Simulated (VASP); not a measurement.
# C (Fmmm) in VASP: further runs

C is run at these levels: PBEsol; tasks: single point.

All numbers are computed with VASP 6.6.1; they aren't measurements. Logs are shortened: lines on timing, memory, paths and dates and some standing lists are left out, and cuts for length are marked.

## Step 1: The cell of the first run

Symmetry: Fmmm, No. 69, orthorhombic system. Conventional cell: a = 2.593 Å, b = 4.491 Å, c = 6.008 Å, α = 90.00°, β = 90.00°, γ = 90.00°. C (site symmetry m2m) has 3 C at 1.50 Å within 2.0 Å.

## Step 2: Single point, PBEsol

The input, INCAR:

```
SYSTEM = C
PREC = Accurate
ENCUT = 520
EDIFF = 1E-6
ISMEAR = 0
SIGMA = 0.05
LREAL = .FALSE.
LASPH = .TRUE.
NELM = 80
ALGO = Normal
ISIF = 2
LWAVE = .FALSE.
LCHARG = .TRUE.
GGA = PS
LELF = .TRUE.
LVHAR = .TRUE.
NBANDS = 11
```

The input, KPOINTS:

```
regular mesh
0
G
  14 14 14
  0 0 0
```

The input, POSCAR:

```
C
1.0
    0.0000000000      2.2454041173      3.0042176949
    1.2963593117      0.0000000000      3.0042176949
    1.2963593117      2.2454041173      0.0000000000
C
2
Direct
    0.1666700000      0.8333300000      0.1666700000
    0.8333300000      0.1666700000      0.8333300000
```

Potentials or basis: VASP PAW PBE potentials, release 64 (C).

On the command line:

```
$ cat potpaw_PBE.64/C/POTCAR > POTCAR
$ mpirun -np 1 vasp_std > vasp.out
```

OUTCAR:

```text
SYSTEM = C
   PREC = Accurate
   ENCUT = 520
   EDIFF = 1E-6
   ISMEAR = 0
   LREAL = .FALSE.
   LASPH = .TRUE.
   NELM = 80
   ISIF = 2
   GGA = PS

 ion  position               nearest neighbor table
   1  0.167  0.833  0.167-   2 1.50   2 1.50   2 1.50
   2  0.833  0.167  0.833-   1 1.50   1 1.50   1 1.50

  LATTYP: Found a face centered orthorhombic cell.
 ALAT       =     2.5927186234
 B/A-ratio  =     1.7320846906
 C/A-ratio  =     2.3174267102

  Lattice vectors:

 A1 = (   0.0000000000,   2.2454041173,   3.0042176949)
 A2 = (   1.2963593117,   0.0000000000,   3.0042176949)
 A3 = (   1.2963593117,   2.2454041173,   0.0000000000)

Analysis of symmetry for initial positions (statically):
=====================================================================
 Subroutine PRICEL returns:
 Original cell was already a primitive cell.

 Routine SETGRP: Setting up the symmetry group for a
 face centered orthorhombic supercell.

 Subroutine GETGRP returns: Found  8 space group operations
 (whereof  8 operations were pure point group operations)
 out of a pool of  8 trial point group operations.

The static configuration has the point symmetry D_2h.

Analysis of symmetry for dynamics (positions and initial velocities):
=====================================================================
 Subroutine PRICEL returns:
 Original cell was already a primitive cell.

 Routine SETGRP: Setting up the symmetry group for a
 face centered orthorhombic supercell.

 Subroutine GETGRP returns: Found  8 space group operations
 (whereof  8 operations were pure point group operations)
 out of a pool of  8 trial point group operations.

The dynamic configuration has the point symmetry D_2h.

 Subroutine INISYM returns: Found  8 space group operations
 (whereof  8 operations are pure point group operations),
 and found     1 'primitive' translations

----------------------------------------------------------------------------------------

                                     Primitive cell

  volume of cell :      17.4897

  direct lattice vectors                    reciprocal lattice vectors
     0.000000000  2.245404117  3.004217695    -0.385695536  0.222677066  0.166432679
     1.296359312  0.000000000  3.004217695     0.385695536 -0.222677066  0.166432679
     1.296359312  2.245404117  0.000000000     0.385695536  0.222677066 -0.166432679

  length of vectors
     3.750621763  3.271982797  2.592756663     0.475442908  0.475442908  0.475442908

  position of ions in fractional coordinates (direct lattice)
     0.166670000  0.833330000  0.166670000
     0.833330000  0.166670000  0.833330000

  ion indices of the primitive-cell ions
   primitive index   ion index
                 1           1
                 2           2

----------------------------------------------------------------------------------------

 KPOINTS: regular mesh

Automatic generation of k-mesh.
 Grid dimensions read from file:
 generate k-points for:   14   14   14

 Generating k-lattice:

  Cartesian coordinates                     Fractional coordinates (reciprocal lattice)
    -0.027549681  0.015905505  0.011888049     0.071428571  0.000000000  0.000000000
     0.027549681 -0.015905505  0.011888049    -0.000000000  0.071428571 -0.000000000
     0.027549681  0.015905505 -0.011888049     0.000000000  0.000000000  0.071428571

  Length of vectors
     0.033960208  0.033960208  0.033960208

  Shift w.r.t. Gamma in fractional coordinates (k-lattice)
     0.000000000  0.000000000  0.000000000

 Subroutine IBZKPT returns following result:
 ===========================================

 Found    428 irreducible k-points:

 Following reciprocal coordinates:
            Coordinates               Weight
  0.000000  0.000000  0.000000      1.000000
  0.071429  0.000000  0.000000      8.000000
  0.142857  0.000000  0.000000      8.000000
  0.214286  0.000000  0.000000      8.000000
  0.285714  0.000000  0.000000      8.000000
  0.357143 -0.000000  0.000000      8.000000
[... 16 lines left out ...]
  0.214286  0.142857  0.000000      8.000000
  0.285714  0.142857  0.000000      8.000000
 [... further k-points ...]
   k-points           NKPTS =    428   k-points in BZ     NKDIM =    428   number of bands    NBANDS=     11
   number of dos      NEDOS =    301   number of ions     NIONS =      2
   total plane-waves  NPLWV =  13440
   dimension x,y,z NGX =    28 NGY =   24 NGZ =   20
   dimension x,y,z NGXF=    56 NGYF=   48 NGZF=   40
   ions per type =               2
   NGX,Y,Z   is equivalent  to a cutoff of  12.41, 12.19, 12.82 a.u.
   NGXF,Y,Z  is equivalent  to a cutoff of  24.82, 24.39, 25.65 a.u.
 SYSTEM =  C
   PREC   = accura    normal or accurate (medium, high low for compatibility)
   ISTART =      0    job   : 0-new  1-cont  2-samecut
   ICHARG =      2    charge: 1-file 2-atom 10-const
   ISPIN  =      1    spin polarized calculation?
   LNONCOLLINEAR =      F non collinear calculations
   LSORBIT =      F    spin-orbit coupling
   LASPH  =      T    aspherical Exc in radial PAW
   ENCUT  =  520.0 eV  38.22 Ry    6.18 a.u.   6.97  6.08  4.82*2*pi/ulx,y,z
   NELM   =     80;   NELMIN=  2; NELMDL= -5     # of ELM steps
   EDIFF  = 0.1E-05   stopping-criterion for ELM
   LREAL  =      F    real-space projection
   EDIFFG = 0.1E-04   stopping-criterion for IOM
   NSW    =      0    number of steps for IOM
   IBRION =     -1    ionic relax: 0-MD 1-quasi-New 2-CG
   NFREE  =      0    steps in history (QN), initial steepest desc. (CG)
   ISIF   =      2    stress and relaxation
   ISYM   =      2    0-nonsym 1-usesym 2-fastsym
   POTIM  = 0.5000    time-step for ionic-motion
   TEBEG  =    0.0;   TEEND  =   0.0 temperature during run
   PSTRESS=    0.0 pullay stress
   NELECT =       8.0000    total number of electrons
   NUPDOWN=      -1.0000    fix difference up-down
   EMIN   =  10.00;   EMAX   =-10.00  energy-range for DOS
   EFERMI =   0.00;   METHOD = LEGACY
   ISMEAR =     0;   SIGMA  =   0.05  broadening in eV -4-tet -1-fermi 0-gaus
   EFERMI_NEDOS =   21; number of points for ismear=-14 and -15
   IALGO  =     38    algorithm
   IMIX   =      4    mixing-type and parameters
     AMIX     =   0.40;   BMIX     =  1.00
     AMIX_MAG =   1.60;   BMIX_MAG =  1.00
  volume/ion in A,a.u.               =       8.74        59.01
  Fermi-wavevector in a.u.,A,eV,Ry     =   1.261376  2.383654 21.647797  1.591068
  Thomas-Fermi vector in A             =   2.394838
   LORBIT       =      0    0 simple, 1 ext, 2 COOP (PROOUT), +10 PAW based schemes
   GGA     = PS    functional components
   LHFCALC =     F    Hartree Fock is set to
   AEXX    =    0.0000 exact exchange contribution
   IVDW    =     0    specifies the selected vdW correction
   LEPSILON=     F    determine dielectric tensor
   LRPA    =     F    only Hartree local field effects (RPA)
 non-spin polarized calculation
 Gauss-broadening in eV      SIGMA  =   0.05
  energy-cutoff  :      520.00
  volume of cell :       17.49
 maximum number of plane-waves:       484
   NGX = 13   NGY = 13   NGZ =  9

 number of electron       7.9999999 magnetization

 Free energy of the ion-electron system (eV)
  ---------------------------------------------------
  ext. energy  EPLUGINS =         0.00000000
  ---------------------------------------------------
  free energy    TOTEN  =       -18.87511444 eV

  energy without entropy =      -18.87497866  energy(sigma->0) =      -18.87504655

 E-fermi :   5.0091     XC(G=0): -10.9621

 val. band max:        4.9918930930   @ k =   0.5000  -0.1429   0.3571
 cond. band min:       5.0126523332   @ k =  -0.3571   0.0000   0.3571
 fundamental gap:      0.0207592402
 Fermi energy:         5.0091434179

 k-point     1 :       0.0000    0.0000    0.0000
  band No.  band energies     occupation
      1     -13.9306      2.00000
      2       0.0004      2.00000
      3       1.7030      2.00000
      4       1.7992      2.00000
      5      10.5713      0.00000
      6      12.0266      0.00000
      7      12.2529      0.00000
      8      14.2831      0.00000
      9      14.3124      0.00000
     10      25.2887      0.00000
     11      28.6942      0.00000

 k-point     2 :       0.0714    0.0000    0.0000
  band No.  band energies     occupation
      1     -13.8103      2.00000
      2       0.0572      2.00000
      3       1.3163      2.00000
      4       1.5173      2.00000
      5      10.7893      0.00000
      6      12.1583      0.00000
      7      12.5649      0.00000
      8      13.8955      0.00000
      9      14.6043      0.00000
     10      25.6234      0.00000
     11      27.5662      0.00000

 k-point     3 :       0.1429    0.0000    0.0000
  band No.  band energies     occupation
      1     -13.4511      2.00000
      2       0.1457      2.00000
      3       0.2381      2.00000
      4       0.9666      2.00000
      5      11.4103      0.00000
      6      12.0302      0.00000
      7      12.8392      0.00000
      8      13.7643      0.00000
      9      15.5220      0.00000
     10      25.1396      0.00000
     11      26.6299      0.00000

 k-point     4 :       0.2143    0.0000    0.0000
  band No.  band energies     occupation
      1     -12.8584      2.00000
      2      -1.4265      2.00000
      3       0.2996      2.00000
      4       0.5559      2.00000
      5      11.3170      0.00000
      6      11.6422      0.00000
      7      12.5167      0.00000
      8      15.4973      0.00000
      9      16.8943      0.00000
     10      23.3428      0.00000
     11      27.0732      0.00000

 k-point     5 :       0.2857    0.0000    0.0000
  band No.  band energies     occupation
      1     -12.0421      2.00000
      2      -3.1607      2.00000
      3      -0.3219      2.00000
      4       1.0252      2.00000
      5       9.6829      0.00000
      6      11.2506      0.00000
      7      13.8185      0.00000
      8      17.5150      0.00000
      9      18.4033      0.00000
     10      22.0911      0.00000
     11      26.2949      0.00000
[... 211 lines left out ...]
 k-point    21 :      -0.0714    0.0714   -0.0000
  band No.  band energies     occupation
      1     -13.4819      2.00000
      2       0.1580      2.00000
      3       0.4607      2.00000
      4       0.9666      2.00000
      5      11.0648      0.00000
      6      12.0222      0.00000
      7      12.8071      0.00000
      8      13.7598      0.00000
      9      15.5438      0.00000
     10      25.0848      0.00000
     11      26.5962      0.00000

 k-point    22 :       0.1429    0.1429    0.0000
  band No.  band energies     occupation
      1     -13.8091      2.00000
      2      -0.8262      2.00000
      3       1.7122      2.00000
      4       1.7727      2.00000
      5      11.9528      0.00000
      6      12.0445      0.00000
      7      12.1942      0.00000
      8      14.1403      0.00000
      9      14.4702      0.00000
     10      25.0591      0.00000
     11      29.2756      0.00000

 k-point    23 :       0.2143    0.1429    0.0000
  band No.  band energies     occupation
      1     -13.6342      2.00000
      2      -1.0746      2.00000
      3       1.2897      2.00000
      4       1.5107      2.00000
      5      12.1229      0.00000
      6      12.5284      0.00000
      7      12.7576      0.00000
      8      13.9873      0.00000
      9      14.5541      0.00000
     10      25.2465      0.00000
     11      28.5476      0.00000

 k-point    24 :       0.2857    0.1429    0.0000
  band No.  band energies     occupation
      1     -13.2298      2.00000
      2      -1.0901      2.00000
      3       0.0854      2.00000
      4       0.9653      2.00000
      5      11.9568      0.00000
      6      13.0363      0.00000
      7      13.7731      0.00000
      8      13.8613      0.00000
      9      15.3684      0.00000
     10      25.3838      0.00000
     11      27.0888      0.00000

 [... further k-points ...]
[... 5 lines left out ...]
  --------------------------------------------------------------------------------------
  -------------------------------------------------------------------------------------
  Total       -6.3524847     -6.5114842      0.9328318     -0.0000000      0.0000000      0.0000000
  in kB     -581.9328929   -596.4983842     85.4540418     -0.0000000      0.0000000      0.0000000
  external PRESSURE =    -364.3257451 kB  Pullay stress =       0.0000000 kB

 VOLUME and BASIS-vectors are now :
 -----------------------------------------------------------------------------
  energy-cutoff  :      520.00
  volume of cell :       17.49
      direct lattice vectors                 reciprocal lattice vectors
     0.000000000  2.245404117  3.004217695    -0.385695536  0.222677066  0.166432679
     1.296359312  0.000000000  3.004217695     0.385695536 -0.222677066  0.166432679
     1.296359312  2.245404117  0.000000000     0.385695536  0.222677066 -0.166432679

 POSITION                                       TOTAL-FORCE (eV/Angst)
 -----------------------------------------------------------------------------------
      1.29636      0.74848      3.00422         0.000000      0.028698      0.000000
      1.29636      3.74233      3.00422         0.000000     -0.028698      0.000000
 -----------------------------------------------------------------------------------
    total drift:                               -0.000000     -0.000000     -0.000000

  FREE ENERGIE OF THE ION-ELECTRON SYSTEM (eV)
  ---------------------------------------------------
  free  energy   TOTEN  =       -18.8751144377 eV

  energy  without entropy=      -18.8749786605  energy(sigma->0) =      -18.87504655
```

Wall time 43 s (1 thread of AMD EPYC 9R45 (Zen 5), shared host); peak memory 0.15 GiB.

What came out:

```
Free energy            : -18.8751 eV
Pressure               : -36.4 GPa
Largest force          : 0.029 eV/Å
Band gap on the k mesh : zero (band 4 reaches 5.03 eV, above the bottom of band 5 at 4.87 eV)
```

Forces in eV/Å, atoms in the order of the input:
```
C    0.000  0.029  0.000
C    0.000 -0.029  0.000
```

Caveat: the PAW data sets were made with another functional, which shifts forces and pressure a little.

## Step 3: Single point, PBEsol

This run uses another cell than the first one, of the same volume but with other edges.

The input, INCAR:

```
PREC = Accurate
ENCUT = 520
EDIFF = 1E-7
ISMEAR = 0
SIGMA = 0.05
LREAL = False
LASPH = True
NELM = 100
ALGO = Normal
ISIF = 2
LWAVE = False
LCHARG = True
GGA = PS
LELF = True
LVHAR = True
NBANDS = 11
```

The input, KPOINTS:

```
Automatic mesh
0
Gamma
  14 14 14
```

The input, POSCAR:

```
C
1.0
    0.0000000000      2.0015836334      3.7807063496
    1.1555922435      0.0000000000      3.7807063496
    1.1555922435      2.0015836334      0.0000000000
C
2
Direct
    0.1666700000      0.8333300000      0.1666700000
    0.8333300000      0.1666700000      0.8333300000
```

Potentials or basis: VASP PAW PBE potentials, release 64 (C).

On the command line:

```
$ cat potpaw_PBE.64/C/POTCAR > POTCAR
$ mpirun -np 1 vasp_std > vasp.out
```

Run time: 67 s. Hardware: 1 thread of AMD EPYC 9R45 (Zen 5), shared host; peak memory 0.16 GiB.

The run converged. Its results:

- Free energy: -18.6906 eV
- Pressure: 60.8 GPa
- Largest force: 0.005 eV/Å
- Band gap on the k mesh: 1.02 eV, indirect (least direct gap 1.13 eV)

Forces on the atoms (eV/Å):
```
C    0.000  0.005  0.000
C    0.000 -0.005  0.000
```

Stress tensor (GPa, compression positive):
```
91.32  0.00  0.00
 0.00 91.32  0.00
 0.00  0.00 -0.28
```

Levels at points of the mesh, in eV from the valence-band top:
```
           k point  band 2  band 3  band 4  band 5  band 6  band 7
(0.00, 0.00, 0.00)   -8.14   -2.43   -2.43    3.05   10.08   10.10
(0.50, 0.00, 0.00)  -14.12   -6.50   -2.34    2.11    9.80   12.81
(0.50, 0.50, 0.00)   -9.08   -2.44   -2.43    7.66   10.07   10.09
(0.50, 0.00, 0.50)  -14.15   -6.49   -2.03    2.60    9.87   11.47
(0.00, 0.50, 0.50)  -14.10   -6.50   -2.64    1.70    9.73   14.29
```

Caveat: the PAW data sets were made with another functional, which shifts forces and pressure a little.

## Step 4: Single point, PBEsol

This run uses another cell than the first one, of the same volume but with other edges.

The input, INCAR:

```
PREC = Accurate ; ENCUT = 520
EDIFF = 1E-7 ; ISMEAR = 0
SIGMA = 0.05 ; LREAL = False
LASPH = True ; NELM = 100
ALGO = Normal ; ISIF = 2
LWAVE = False ; LCHARG = False
GGA = PS ; NBANDS = 11
```

The input, KPOINTS:

```
regular mesh
0
Gamma
  14 14 14
```

The input, POSCAR:

```
C
1.0
    0.0000000000      2.1869467782      3.1669703753
    1.2626096115      0.0000000000      3.1669703753
    1.2626096115      2.1869467782      0.0000000000
C
2
Direct
    0.1666700000      0.8333300000      0.1666700000
    0.8333300000      0.1666700000      0.8333300000
```

On the command line:

```
$ cat potpaw_PBE.64/C/POTCAR > POTCAR
$ mpirun -np 1 vasp_std > vasp.out
```

Wall time 56 s (1 thread of AMD EPYC 9R45 (Zen 5), shared host); peak memory 0.16 GiB.

The run converged. Its results:

```yaml
Free_energy: -19.1731 eV
Pressure: -19.3 GPa
Largest_force: 0.030 eV/Å
Band_gap_on_the_k_mesh: zero (band 4 reaches 5.12 eV, above the bottom of band 5 at 5.11 eV)
```

Forces in eV/Å, atoms in the order of the input:
```
C    0.000  0.030  0.000
C    0.000 -0.030  0.000
```

Stress tensor (GPa, compression positive):
```
-30.92   0.00   0.00
  0.00 -31.45   0.00
  0.00   0.00   4.52
```

Levels at points of the mesh, in eV from the Fermi level:
```
           k point  band 2  band 3  band 4  band 5  band 6  band 7
(0.00, 0.00, 0.00)   -6.06   -3.38   -3.33    4.49    7.44    7.58
(0.50, 0.00, 0.00)  -13.15   -6.55   -2.62    1.18    6.28   12.08
(0.50, 0.50, 0.00)   -8.79   -3.41   -3.36    7.39    7.51   10.37
(0.50, 0.00, 0.50)  -13.29   -6.49   -1.49    2.27    6.61   10.86
(0.00, 0.50, 0.50)  -12.99   -6.60   -3.58    0.28    5.99   13.32
```

Caveat: the PAW data sets were made with another functional, which shifts forces and pressure a little.

## Step 5: The runs side by side

```tsv
cell	gap on the mesh (eV)	pressure (GPa)	largest force (eV/Å)
a = 3.751, b = 3.272, c = 2.593 Å, angles 78.6, 58.8, 42.7°, 2 atoms	none	-36.4	0.03
a = 4.278, b = 3.953, c = 2.311 Å, angles 81.6, 66.1, 32.3°, 2 atoms	1.02	60.8	-
a = 3.849, b = 3.409, c = 2.525 Å, angles 79.3, 60.5, 40.1°, 2 atoms	none	-19.3	0.03
```

Alike in all rows: task single point; level PBEsol; potentials or basis VASP PAW PBE potentials, release 64 (C); no spin polarisation; k mesh 14 × 14 × 14; cutoff (eV) 520; smearing gaussian 0.05 eV.

Caveats: the PAW data sets were made with another functional, which shifts forces and pressure a little.

Total energies depend on the potentials used, so only differences within one code and one set of settings carry meaning.
